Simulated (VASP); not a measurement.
Wanted: the native input for a VASP 6.6.1 run.

```yaml
Task: single point
Functional: revPBE
Potentials_or_basis: VASP PAW PBE potentials, release 64 (P, B)
Cutoff: 520 eV
k_mesh: 10 × 10 × 10
Occupations: fermi-dirac, width 0.05 eV
Spin: no spin polarisation
Dipole_correction: no
Further_INCAR_settings: ALGO = Normal; EDIFF = 1e-06; NBANDS = 11
```

The structure of BP lies in POSCAR:

```
BP
1.0
    0.0000000000      2.2842691569      2.2842691569
    2.2842691569      0.0000000000      2.2842691569
    2.2842691569      2.2842691569      0.0000000000
P B
1 1
Direct
    0.7500000000      0.7500000000      0.7500000000
    0.0000000000      0.0000000000      0.0000000000
```

One way to write it, as run:

INCAR

```
SYSTEM = BP
ALGO     = Normal         ! electronic algorithm
EDIFF    = 1E-6           ! SCF threshold, eV
ENCUT    = 520            ! plane-wave cutoff, eV
GGA      = RE             ! functional
ISIF     = 2              ! what is computed and relaxed
ISMEAR   = -1             ! smearing method
LASPH    = .True.         ! aspherical terms in the spheres
LCHARG   = .True.         ! write CHGCAR
LELF     = .True.         ! ELF
LREAL    = .False.        ! projectors in reciprocal space
LVHAR    = .True.       
LWAVE    = .False.        ! write WAVECAR
NBANDS   = 11             ! bands
NELM     = 80             ! most SCF steps
PREC     = Accurate       ! precision mode
SIGMA    = 0.05           ! smearing width, eV
```

KPOINTS

```
k-points
0
Gamma
  10 10 10
  0 0 0
```

Potentials or basis: VASP PAW PBE potentials, release 64 (P, B).

Command:

```sh
$ cat potpaw_PBE.64/P/POTCAR potpaw_PBE.64/B/POTCAR > POTCAR
$ mpirun -np 1 vasp_std > vasp.out
```

Results of the run:

```
Pressure               : -0.4 GPa
Band gap on the k mesh : 1.27 eV, indirect (least direct gap 3.37 eV)
```

Caveat: the PAW data sets were made with another functional, which shifts forces and pressure a little.

Wall time 5.3 s on 1 thread of Intel(R) Xeon(R) Platinum 8488C (Sapphire Rapids), with other jobs on the host, peak memory 0.13 GiB.
